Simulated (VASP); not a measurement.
# CuO (P6_3/mmc) in VASP: further runs

CuO is run at these levels: PBEsol; tasks: single point.

Program: VASP 6.6.1. These are calculated values, not measurements. Logs are shortened: lines on timing, memory, paths and dates and some standing lists are left out, and cuts for length are marked.

## 1. The cell of the first run

It takes space group P6_3/mmc (No. 194, hexagonal). Conventional cell: a = 2.774 Å, b = 2.774 Å, c = 4.928 Å, α = 90.00°, β = 90.00°, γ = 120.00°. Within 2.8 Å of Cu (site symmetry -3m) lie 6 O at 2.02 Å and 8 Cu at 2.46 to 2.77 Å. Within 2.8 Å of O (site symmetry -6m2) lie 6 Cu at 2.02 Å and 6 O at 2.77 Å.

## 2. Single point, PBEsol

Input file INCAR:

```
  ALGO = Normal
  EDIFF = 1E-6
  ENCUT = 520
  GGA = PS
  ISIF = 2
  ISMEAR = -1
  LASPH = T
  LCHARG = F
  LREAL = F
  LWAVE = F
  NBANDS = 25
  NELM = 60
  PREC = Accurate
  SIGMA = 0.05
```

Input file KPOINTS:

```
k-points
0
Gamma
  10 10 6
```

Input file POSCAR:

```
CuO
1.0
    2.7735091137      0.0000000000      0.0000000000
   -1.3867545568      2.4019293501      0.0000000000
    0.0000000000      0.0000000000      4.9281041528
Cu O
2 2
Direct
    0.0000000000      0.0000000000      0.0000000000
    0.0000000000      0.0000000000      0.5000000000
    0.3333333333      0.6666666667      0.2500000000
    0.6666666667      0.3333333333      0.7500000000
```

Potentials or basis: VASP PAW PBE potentials, release 64 (Cu, O).

On the command line:

```bash
> cat potpaw_PBE.64/Cu/POTCAR potpaw_PBE.64/O/POTCAR > POTCAR
> mpirun -np 1 vasp_std > vasp.out
```

OUTCAR:

```text
EDIFF = 1E-6
   ENCUT = 520
   GGA = PS
   ISIF = 2
   ISMEAR = -1
   LASPH = T
   LREAL = F
   NELM = 60
   PREC = Accurate

 ion  position               nearest neighbor table
   1  0.000  0.000  0.000-   3 2.02   4 2.02   3 2.02   4 2.02   4 2.02   3 2.02   2 2.46   2 2.46

   2  0.000  0.000  0.500-   3 2.02   4 2.02   3 2.02   4 2.02   4 2.02   3 2.02   1 2.46   1 2.46

   3  0.333  0.667  0.250-   1 2.02   2 2.02   1 2.02   2 2.02   1 2.02   2 2.02
   4  0.667  0.333  0.750-   1 2.02   2 2.02   1 2.02   2 2.02   1 2.02   2 2.02

  LATTYP: Found a hexagonal cell.
 ALAT       =     2.7735091137
 C/A-ratio  =     1.7768480112

  Lattice vectors:

 A1 = (   2.7735091137,   0.0000000000,   0.0000000000)
 A2 = (  -1.3867545568,   2.4019293501,   0.0000000000)
 A3 = (   0.0000000000,   0.0000000000,   4.9281041528)

Analysis of symmetry for initial positions (statically):
=====================================================================
 Subroutine PRICEL returns:
 Original cell was already a primitive cell.

 Routine SETGRP: Setting up the symmetry group for a
 hexagonal supercell.

 Subroutine GETGRP returns: Found 24 space group operations
 (whereof 12 operations were pure point group operations)
 out of a pool of 24 trial point group operations.

The static configuration has the point symmetry D_3d.
 The point group associated with its full space group is D_6h.

Analysis of symmetry for dynamics (positions and initial velocities):
=====================================================================
 Subroutine PRICEL returns:
 Original cell was already a primitive cell.

 Routine SETGRP: Setting up the symmetry group for a
 hexagonal supercell.

 Subroutine GETGRP returns: Found 24 space group operations
 (whereof 12 operations were pure point group operations)
 out of a pool of 24 trial point group operations.

The dynamic configuration has the point symmetry D_3d.
 The point group associated with its full space group is D_6h.

 Subroutine INISYM returns: Found 24 space group operations
 (whereof 12 operations are pure point group operations),
 and found     1 'primitive' translations

----------------------------------------------------------------------------------------

                                     Primitive cell

  volume of cell :      32.8299

  direct lattice vectors                    reciprocal lattice vectors
     2.773509114  0.000000000  0.000000000     0.360554070  0.208165990  0.000000000
    -1.386754557  2.401929350  0.000000000     0.000000000  0.416331979  0.000000000
     0.000000000  0.000000000  4.928104153     0.000000000  0.000000000  0.202917789

  length of vectors
     2.773509114  2.773509114  4.928104153     0.416331979  0.416331979  0.202917789

  position of ions in fractional coordinates (direct lattice)
     0.000000000  0.000000000  0.000000000
     0.000000000  0.000000000  0.500000000
     0.333333333  0.666666667  0.250000000
     0.666666667  0.333333333  0.750000000

  ion indices of the primitive-cell ions
   primitive index   ion index
                 1           1
                 2           2
                 3           3
                 4           4

----------------------------------------------------------------------------------------

 KPOINTS: k-points

Automatic generation of k-mesh.
 Grid dimensions read from file:
 generate k-points for:   10   10    6

 Generating k-lattice:

  Cartesian coordinates                     Fractional coordinates (reciprocal lattice)
     0.036055407  0.020816599  0.000000000     0.100000000  0.000000000  0.000000000
     0.000000000  0.041633198  0.000000000     0.000000000  0.100000000  0.000000000
     0.000000000  0.000000000  0.033819632     0.000000000  0.000000000  0.166666667

  Length of vectors
     0.041633198  0.041633198  0.033819632

  Shift w.r.t. Gamma in fractional coordinates (k-lattice)
     0.000000000  0.000000000  0.000000000

 Subroutine IBZKPT returns following result:
 ===========================================

 Found     56 irreducible k-points:

 Following reciprocal coordinates:
            Coordinates               Weight
  0.000000  0.000000  0.000000      1.000000
  0.100000 -0.000000  0.000000      6.000000
  0.200000 -0.000000  0.000000      6.000000
  0.300000  0.000000  0.000000      6.000000
  0.400000 -0.000000  0.000000      6.000000
  0.500000  0.000000  0.000000      3.000000
[... 16 lines left out ...]
  0.300000  0.100000  0.166667     24.000000
  0.400000  0.100000  0.166667     24.000000
 [... further k-points ...]
   k-points           NKPTS =     56   k-points in BZ     NKDIM =     56   number of bands    NBANDS=     25
   number of dos      NEDOS =    301   number of ions     NIONS =      4
   total plane-waves  NPLWV =  23040
   dimension x,y,z NGX =    24 NGY =   24 NGZ =   40
   dimension x,y,z NGXF=    48 NGYF=   48 NGZF=   80
   ions per type =               2   2
   NGX,Y,Z   is equivalent  to a cutoff of  14.39, 14.39, 13.49 a.u.
   NGXF,Y,Z  is equivalent  to a cutoff of  28.77, 28.77, 26.99 a.u.
 SYSTEM =  unknown system
   PREC   = accura    normal or accurate (medium, high low for compatibility)
   ISTART =      0    job   : 0-new  1-cont  2-samecut
   ICHARG =      2    charge: 1-file 2-atom 10-const
   ISPIN  =      1    spin polarized calculation?
   LNONCOLLINEAR =      F non collinear calculations
   LSORBIT =      F    spin-orbit coupling
   LASPH  =      T    aspherical Exc in radial PAW
   ENCUT  =  520.0 eV  38.22 Ry    6.18 a.u.   5.16  5.16  9.16*2*pi/ulx,y,z
   NELM   =     60;   NELMIN=  2; NELMDL= -5     # of ELM steps
   EDIFF  = 0.1E-05   stopping-criterion for ELM
   LREAL  =      F    real-space projection
   EDIFFG = 0.1E-04   stopping-criterion for IOM
   NSW    =      0    number of steps for IOM
   IBRION =     -1    ionic relax: 0-MD 1-quasi-New 2-CG
   NFREE  =      0    steps in history (QN), initial steepest desc. (CG)
   ISIF   =      2    stress and relaxation
   ISYM   =      2    0-nonsym 1-usesym 2-fastsym
   POTIM  = 0.5000    time-step for ionic-motion
   TEBEG  =    0.0;   TEEND  =   0.0 temperature during run
   PSTRESS=    0.0 pullay stress
   NELECT =      34.0000    total number of electrons
   NUPDOWN=      -1.0000    fix difference up-down
   EMIN   =  10.00;   EMAX   =-10.00  energy-range for DOS
   EFERMI =   0.00;   METHOD = LEGACY
   ISMEAR =    -1;   SIGMA  =   0.05  broadening in eV -4-tet -1-fermi 0-gaus
   EFERMI_NEDOS =   21; number of points for ismear=-14 and -15
   IALGO  =     38    algorithm
   IMIX   =      4    mixing-type and parameters
     AMIX     =   0.40;   BMIX     =  1.00
     AMIX_MAG =   1.60;   BMIX_MAG =  1.00
  volume/ion in A,a.u.               =       8.21        55.39
  Fermi-wavevector in a.u.,A,eV,Ry     =   1.656321  3.129993 37.326223  2.743400
  Thomas-Fermi vector in A             =   2.744266
   LORBIT       =      0    0 simple, 1 ext, 2 COOP (PROOUT), +10 PAW based schemes
   GGA     = PS    functional components
   LHFCALC =     F    Hartree Fock is set to
   AEXX    =    0.0000 exact exchange contribution
   IVDW    =     0    specifies the selected vdW correction
   LEPSILON=     F    determine dielectric tensor
   LRPA    =     F    only Hartree local field effects (RPA)
 non-spin polarized calculation
  energy-cutoff  :      520.00
  volume of cell :       32.83
 maximum number of plane-waves:       902
 NGX is ok and might be reduce to    24
   NGX = 11   NGY = 11   NGZ = 19

 number of electron      34.0000004 magnetization

 Free energy of the ion-electron system (eV)
  ---------------------------------------------------
  ext. energy  EPLUGINS =         0.00000000
  ---------------------------------------------------
  free energy    TOTEN  =       -20.34531948 eV

  energy without entropy =      -20.31641219  energy(sigma->0) =      -20.33086583

 E-fermi :   8.2832     XC(G=0): -13.5301

 val. band max:        8.2740426155   @ k =   0.5000   0.0000   0.3333
 cond. band min:       8.2837004279   @ k =   0.4000  -0.0000   0.3333
 fundamental gap:      0.0096578124
 Fermi energy:         8.2831654135

 k-point     1 :       0.0000    0.0000    0.0000
  band No.  band energies     occupation
      1     -12.7539      2.00000
      2     -11.2318      2.00000
      3      -1.0295      2.00000
      4       2.4828      2.00000
      5       2.4828      2.00000
      6       4.0103      2.00000
[... 17 lines left out ...]
     24      26.0406      0.00000
     25      27.1894      0.00000

 k-point     2 :       0.1000   -0.0000    0.0000
  band No.  band energies     occupation
      1     -12.6198      2.00000
      2     -11.1823      2.00000
      3      -0.8280      2.00000
      4       2.3700      2.00000
      5       2.5019      2.00000
      6       3.8417      2.00000
[... 17 lines left out ...]
     24      26.0074      0.00000
     25      26.1901      0.00000

 k-point     3 :       0.2000   -0.0000    0.0000
  band No.  band energies     occupation
      1     -12.2455      2.00000
      2     -11.0512      2.00000
      3      -0.2610      2.00000
      4       2.0532      2.00000
      5       2.5171      2.00000
      6       2.5426      2.00000
[... 17 lines left out ...]
     24      23.7727      0.00000
     25      25.2907      0.00000

 k-point     4 :       0.3000    0.0000    0.0000
  band No.  band energies     occupation
      1     -11.7195      2.00000
      2     -10.8919      2.00000
      3       0.5364      2.00000
      4       0.9447      2.00000
      5       1.7410      2.00000
      6       2.4422      2.00000
[... 17 lines left out ...]
     24      22.2193      0.00000
     25      24.3990      0.00000

 k-point     5 :       0.4000   -0.0000    0.0000
  band No.  band energies     occupation
      1     -11.1998      2.00000
      2     -10.7926      2.00000
      3      -0.1988      2.00000
      4       1.2435      2.00000
      5       1.4463      2.00000
      6       2.3079      2.00000
[... 17 lines left out ...]
     24      21.2911      0.00000
     25      23.2580      0.00000

 k-point     6 :       0.5000    0.0000    0.0000
  band No.  band energies     occupation
      1     -10.8683      2.00000
      2     -10.8675      2.00000
      3      -0.6301      2.00000
      4       1.3387      2.00000
      5       1.4627      2.00000
      6       2.2446      2.00000
[... 17 lines left out ...]
     24      20.8740      0.00000
     25      22.8607      0.00000
[... 393 lines left out ...]
 k-point    21 :       0.1000    0.1000    0.1667
  band No.  band energies     occupation
      1     -12.2918      2.00000
      2     -11.1921      2.00000
      3      -0.2479      2.00000
      4       2.2860      2.00000
      5       2.4609      2.00000
      6       2.7614      2.00000
[... 17 lines left out ...]
     24      23.6033      0.00000
     25      25.1035      0.00000

 k-point    22 :       0.2000    0.1000    0.1667
  band No.  band energies     occupation
      1     -11.8547      2.00000
      2     -11.0163      2.00000
      3       0.2958      2.00000
      4       1.4699      2.00000
      5       1.9905      2.00000
      6       2.5593      2.00000
[... 17 lines left out ...]
     24      22.4038      0.00000
     25      23.8882      0.00000

 k-point    23 :       0.3000    0.1000    0.1667
  band No.  band energies     occupation
      1     -11.3496      2.00000
      2     -10.8471      2.00000
      3       0.3376      2.00000
      4       0.7957      2.00000
      5       1.7709      2.00000
      6       2.3592      2.00000
[... 17 lines left out ...]
     24      21.3403      0.00000
     25      22.8132      0.00000

 k-point    24 :       0.4000    0.1000    0.1667
  band No.  band energies     occupation
      1     -10.9506      2.00000
      2     -10.7891      2.00000
      3      -0.3541      2.00000
      4       0.8879      2.00000
      5       1.7867      2.00000
      6       2.2432      2.00000
[... 17 lines left out ...]
     24      20.8027      0.00000
     25      22.2847      0.00000

 [... further k-points ...]

------------------------ aborting loop because EDIFF is reached ----------------------------------------

  FORCE on cell =-STRESS in cart. coord.  units (eV):
  Direction    XX          YY          ZZ          XY          YZ          ZX
  --------------------------------------------------------------------------------------
  -------------------------------------------------------------------------------------
  Total        6.3089901      6.3089901      6.3504671      0.0000000      0.0000000      0.0000000
  in kB      307.8936455    307.8936455    309.9178195      0.0000000      0.0000000      0.0000000
  external PRESSURE =     308.5683702 kB  Pullay stress =       0.0000000 kB

 VOLUME and BASIS-vectors are now :
 -----------------------------------------------------------------------------
  energy-cutoff  :      520.00
  volume of cell :       32.83
      direct lattice vectors                 reciprocal lattice vectors
     2.773509114  0.000000000  0.000000000     0.360554070  0.208165990  0.000000000
    -1.386754557  2.401929350  0.000000000     0.000000000  0.416331979  0.000000000
     0.000000000  0.000000000  4.928104153     0.000000000  0.000000000  0.202917789

 POSITION                                       TOTAL-FORCE (eV/Angst)
 -----------------------------------------------------------------------------------
      0.00000      0.00000      0.00000        -0.000000      0.000000      0.000000
      0.00000      0.00000      2.46405        -0.000000      0.000000      0.000000
     -0.00000      1.60129      1.23203         0.000000     -0.000000     -0.000000
      1.38675      0.80064      3.69608        -0.000000      0.000000      0.000000
 -----------------------------------------------------------------------------------
    total drift:                               -0.000000      0.000000      0.000000

  FREE ENERGIE OF THE ION-ELECTRON SYSTEM (eV)
  ---------------------------------------------------
  free  energy   TOTEN  =       -20.3453194756 eV

  energy  without entropy=      -20.3164121858  energy(sigma->0) =      -20.33086583
```

Run time: 28 s. Hardware: 1 thread of Intel Xeon 6975P-C (Granite Rapids), shared host; peak memory 0.17 GiB.

What came out:

| Item | Value |
| --- | --- |
| Free energy | -20.3453 eV |
| Pressure | 30.9 GPa |
| Band gap on the k mesh | zero (bands 17 and 18 overlap by 1.19 eV) |

Levels at points of the mesh, in eV from the Fermi level:
```tsv
k point	band 14	band 15	band 16	band 17	band 18	band 19	band 20	band 21
(0.00, 0.00, 0.00)	-2.21	-2.21	-1.38	0.58	0.58	1.95	6.42	9.83
(0.50, 0.00, 0.00)	-2.06	-1.71	-1.42	0.45	0.64	6.52	8.42	9.15
(0.00, 0.00, 0.50)	-2.58	-0.43	-0.43	-0.43	-0.43	4.79	4.79	11.87
(0.50, 0.00, 0.50)	-1.91	-0.67	-0.67	-0.43	-0.43	6.21	6.21	10.96
```

Caveat: the cell stands under pressure; the PAW data sets were made with another functional, which shifts forces and pressure a little; semilocal functionals often make such compounds metallic where correlation or magnetic order opens a gap, which also shifts bond lengths. With open d or f shells a metallic result of PBEsol can be an artefact of self-interaction; +U or a hybrid may open a gap.

## 3. Single point, PBEsol

This run uses another cell than the first one, of 8.48 Å³/atom.

Input file INCAR:

```
ALGO = Normal
EDIFF = 1E-6
ENCUT = 520
GGA = PS
ISIF = 2
ISMEAR = -1
LASPH = T
LCHARG = T
LELF = T
LREAL = F
LVHAR = T
LWAVE = F
NBANDS = 25
NELM = 80
PREC = Accurate
SIGMA = 0.05
```

KPOINTS is that of step 2.

Input file POSCAR:

```
CuO
1.0
    2.8128956639      0.0000000000      0.0000000000
   -1.4064478320      2.4360391031      0.0000000000
    0.0000000000      0.0000000000      4.9522666161
Cu O
2 2
Direct
    0.0000000000      0.0000000000      0.0000000000
    0.0000000000      0.0000000000      0.5000000000
    0.3333333333      0.6666666667      0.2500000000
    0.6666666667      0.3333333333      0.7500000000
```

Potentials or basis: VASP PAW PBE potentials, release 64 (Cu, O).

On the command line:

```bash
> cat potpaw_PBE.64/Cu/POTCAR potpaw_PBE.64/O/POTCAR > POTCAR
> mpirun -np 1 vasp_std > vasp.out
```

Wall time 26 s (1 thread of Intel Xeon 6975P-C (Granite Rapids), shared host); peak memory 0.17 GiB.

It converged, with:

```yaml
Free_energy: -20.5240 eV
Pressure: 20.7 GPa
Band_gap_on_the_k_mesh: zero (bands 17 and 18 overlap by 1.15 eV)
```

Stress tensor (GPa, compression positive):
```
20.67  0.00  0.00
 0.00 20.67  0.00
 0.00  0.00 20.84
```

Levels at points of the mesh, in eV from the Fermi level:
```tsv
k point	band 15	band 16	band 17	band 18	band 19	band 20
(0.00, 0.00, 0.00)	-2.11	-1.29	0.57	0.57	1.77	6.26
(0.50, 0.00, 0.00)	-1.64	-1.42	0.43	0.62	6.46	8.28
(0.00, 0.00, 0.50)	-0.40	-0.40	-0.40	-0.40	4.60	4.60
(0.50, 0.00, 0.50)	-0.64	-0.64	-0.43	-0.43	6.14	6.14
```

Caveat: the cell stands under pressure; the PAW data sets were made with another functional, which shifts forces and pressure a little; semilocal functionals often make such compounds metallic where correlation or magnetic order opens a gap, which also shifts bond lengths. With open d or f shells a metallic result of PBEsol can be an artefact of self-interaction; +U or a hybrid may open a gap.

(Part 1 of 2 ends here.)
